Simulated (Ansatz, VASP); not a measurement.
Two plane-wave programs on SnO2

The input INCAR:

```
  ALGO = Normal
  EDIFF = 1E-6
  ENCUT = 520
  GGA = CA
  ISIF = 2
  ISMEAR = 0
  LASPH = True
  LCHARG = True
  LELF = True
  LREAL = False
  LVHAR = True
  LWAVE = False
  NBANDS = 64
  NELM = 100
  PREC = Accurate
  SIGMA = 0.05
```

The input KPOINTS:

```
k-points
0
Gamma
  6 6 6
```

File POSCAR:

```
SnO2
1.0
    3.4312569583      1.9810371285      3.9944406003
   -3.4312569583      1.9810371285      3.9944406003
    0.0000000000     -3.9620742570      3.9944406004
Sn O
4 8
Direct
    0.8645353782      0.8645353782      0.8645353782
    0.3648691645      0.3648691645      0.8648751974
    0.3648691645      0.8648751974      0.3648691645
    0.8648751974      0.3648691645      0.3648691645
    0.1199116729      0.6196051221      0.6196051221
    0.6196051221      0.1199116729      0.6196051221
    0.6196051221      0.6196051221      0.1199116729
    0.6099370359      0.6099370359      0.6099370359
    0.1198492242      0.1198492242      0.1198492242
    0.1096932183      0.1096932183      0.6100024814
    0.1096932183      0.6100024814      0.1096932183
    0.6100024814      0.1096932183      0.1096932183
```

Input for Ansatz:

```yaml
crystal:
  lattice:
    - [3.4312569583, 1.9810371285, 3.9944406003]
    - [-3.4312569583, 1.9810371285, 3.9944406003]
    - [0.0, -3.962074257, 3.9944406004]
  atoms:
    - { symbol: Sn, position: [0.8645353782, 0.8645353782, 0.8645353782] }
    - { symbol: Sn, position: [0.3648691645, 0.3648691645, 0.8648751974] }
    - { symbol: Sn, position: [0.3648691645, 0.8648751974, 0.3648691645] }
    - { symbol: Sn, position: [0.8648751974, 0.3648691645, 0.3648691645] }
    - { symbol: O, position: [0.1199116729, 0.6196051221, 0.6196051221] }
    - { symbol: O, position: [0.6196051221, 0.1199116729, 0.6196051221] }
    - { symbol: O, position: [0.6196051221, 0.6196051221, 0.1199116729] }
    - { symbol: O, position: [0.6099370359, 0.6099370359, 0.6099370359] }
    - { symbol: O, position: [0.1198492242, 0.1198492242, 0.1198492242] }
    - { symbol: O, position: [0.1096932183, 0.1096932183, 0.6100024814] }
    - { symbol: O, position: [0.1096932183, 0.6100024814, 0.1096932183] }
    - { symbol: O, position: [0.6100024814, 0.1096932183, 0.1096932183] }
basis:
  ecutwfc: 520.0
kpoints:
  mp_grid: { grid: [6, 6, 6] }
hamiltonian:
  xc: lda
  pseudopotentials: { kind: paw, azcp: { folder: soft_1 } }
scf:
  occupations: { method: gaussian, width: 0.05 }
output:
  forces: true
  stress: true
  eigenvalues: true
```

Alike in both runs: task single point; functional LDA; k mesh 6 × 6 × 6; occupations gaussian, width 0.05 eV; no spin polarisation.

|  | VASP | Ansatz |
| --- | --- | --- |
| version | VASP 6.6.1 | Ansatz 0.2.0 |
| potentials or method | VASP PAW LDA potentials, release 64 (Sn_d, O), cutoff 520 eV | scalar-relativistic, plane waves, PAW |
| valence electrons in the cell | 104 | 104 |

VASP gave:

```
gap on the k mesh at the Fermi level (eV)                     : 0.13
least direct gap on the mesh (eV)                             : 0.13
pressure (GPa)                                                : -19.8
traceless stress, the component that is largest in VASP (GPa) : 9.29
rms of the force components (eV/Å)                            : 0.324
```

Estimate Ansatz's values.

gap on the k mesh at the Fermi level (eV): 0.13; least direct gap on the mesh (eV): 0.13; pressure (GPa): -20.5; traceless stress, the component that is largest in VASP (GPa): 9.84; rms of the force components (eV/Å): 0.348.

Ansatz warns that its potentials were made for another functional, while VASP's fit it. LDA's correlation is that of Perdew and Zunger in VASP and of Perdew and Wang (1992) in Ansatz. Atom by atom the forces differ by 0.024 eV/Å (rms over components).
